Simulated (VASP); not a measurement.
Runs of VASP 6.6.1 on CsSnBr3. It takes space group Pm-3m (No. 221, cubic). Conventional cell: a = 5.841 Å, b = 5.841 Å, c = 5.841 Å, α = 90.00°, β = 90.00°, γ = 90.00°. Cs (site symmetry m-3m) has 12 Br at 4.13 Å and 8 Sn at 5.06 Å within 5.4 Å. Within 3.8 Å of Sn (site symmetry m-3m) lie 6 Br at 2.92 Å. Br (site symmetry 4/mmm) has 2 Sn at 2.92 Å within 3.8 Å. 

```tsv
level	k mesh	cutoff (eV)	smearing	grid for exact exchange (PRECFOCK)	share of exact exchange	screening parameter	gap on the mesh (eV)	pressure (GPa)
PBE	4 × 4 × 4	500	gaussian 0.01 eV	-	-	-	0.50	0.7
HSE06	2 × 2 × 2	400	gaussian 0.01 eV	Normal	0.25	0.2079 1/Å	1.08	1.7
PBE	4 × 4 × 4	500	methfessel-paxton 0.001 eV	-	-	-	0.50	0.7
PBE-based screened hybrid with 10 % exact exchange	2 × 2 × 2	400	gaussian 0.01 eV	Normal	0.1	0.3 1/Å	0.62	(a)
HSE06	2 × 2 × 2	400	methfessel-paxton 0.2 eV	Normal	0.25	0.2079 1/Å	1.08	1.7
PBE	4 × 4 × 4	500	gaussian 0.05 eV	-	-	-	0.50	0.7
```

Alike in all rows: task single point; potentials or basis VASP PAW PBE potentials, release 64 (Cs_sv, Sn_d, Br); no spin polarisation; cell as given.

Q: Fill in the values left out.

A: (a) 2.0.

Caveats: some runs use coarse meshes; spin-orbit coupling is left out, which moves the levels of the heavy elements; semilocal functionals underestimate gaps, and a narrow one can read as zero (at least some runs); the PAW data sets were made with another functional, which shifts forces and pressure a little (at least some runs).

A k mesh can miss the band edges, and the runs leave out spin-orbit coupling on Br, Cs, Sn.
